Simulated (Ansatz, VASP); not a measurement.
**ZnO: VASP beside Ansatz**

INCAR

```
SYSTEM = ZnO
  ALGO = Normal
  EDIFF = 1E-6
  ENCUT = 520
  GGA = PE
  ISIF = 2
  ISMEAR = 0
  LASPH = .TRUE.
  LCHARG = .FALSE.
  LREAL = .FALSE.
  LWAVE = .FALSE.
  NBANDS = 26
  NELM = 100
  PREC = Accurate
  SIGMA = 0.05
```

Contents of KPOINTS:

```
k-points
0
G
  12 12 6
  0 0 0
```

Contents of POSCAR:

```
ZnO
1.0
    3.2493080000      0.0000000000      0.0000000000
   -1.6246540000      2.8139832727      0.0000000000
    0.0000000000      0.0000000000      5.2057090000
Zn O
2 2
Direct
    0.3333333333      0.6666666667      0.5000000000
    0.6666666667      0.3333333333      0.0000000000
    0.6666666667      0.3333333333      0.3790100000
    0.3333333333      0.6666666667      0.8790100000
```

Input for Ansatz:

```yaml
crystal:
  lattice:
    - [3.249308, 0.0, 0.0]
    - [-1.624654, 2.8139832727, 0.0]
    - [0.0, 0.0, 5.205709]
  atoms:
    - { symbol: Zn, position: [0.3333333333, 0.6666666667, 0.5] }
    - { symbol: Zn, position: [0.6666666667, 0.3333333333, 0.0] }
    - { symbol: O, position: [0.6666666667, 0.3333333333, 0.37901] }
    - { symbol: O, position: [0.3333333333, 0.6666666667, 0.87901] }
basis:
  ecutwfc: 420
  fft_grid_basis: typed
kpoints:
  mp_grid: { grid: [12, 12, 6] }
hamiltonian:
  xc: pbe
scf:
  occupations: { method: gaussian, width: 0.05 }
  n_extra_bands: 6
output:
  forces: true
  stress: false
  eigenvalues: true
  bader: false
  write_density: false
  volumetric_format: npy
  band_densities:
    - { e_range: [-1.0, -0.39] }
    - { e_range: [0.39, 1.0] }
    - { e_range: [-6.53, -4.47] }
    - { e_range: [-4.47, -2.44] }
    - { e_range: [-6.54, -0.37] }
    - { e_range: [-18.51, -17.53] }
  dos:
    e_range: [-30, 8]
    de: 0.02
    method: { smearing: { sigma: 0.03, scheme: gaussian } }
    projected: { site_lists: { O: [O], Zn: [Zn] } }
checkpoint:
  read: start.run
  write: ck
  compress: false
  write_wavefunctions: false
  write_every: 100000
```

Alike in both runs: task single point; functional PBE; k mesh 12 × 12 × 6; occupations gaussian, width 0.05 eV; no spin polarisation.

|  | VASP | Ansatz |
| --- | --- | --- |
| version | VASP 6.6.1 | Ansatz 0.2.0 |
| potentials or method | VASP PAW PBE potentials, release 64 (Zn, O), cutoff 520 eV | scalar-relativistic, plane waves, PAW |
| valence electrons in the cell | 36 | 36 |

```csv
,VASP,Ansatz,Ansatz less VASP
gap on the k mesh at the Fermi level (eV),0.79,0.80,+0.014
rms of the force components (eV/Å),0.043,0.040,-0.0024
```

Atom by atom the forces differ by 0.002 eV/Å (rms over components). The functional is the same, so the differences come from potentials, cutoffs and numerics.
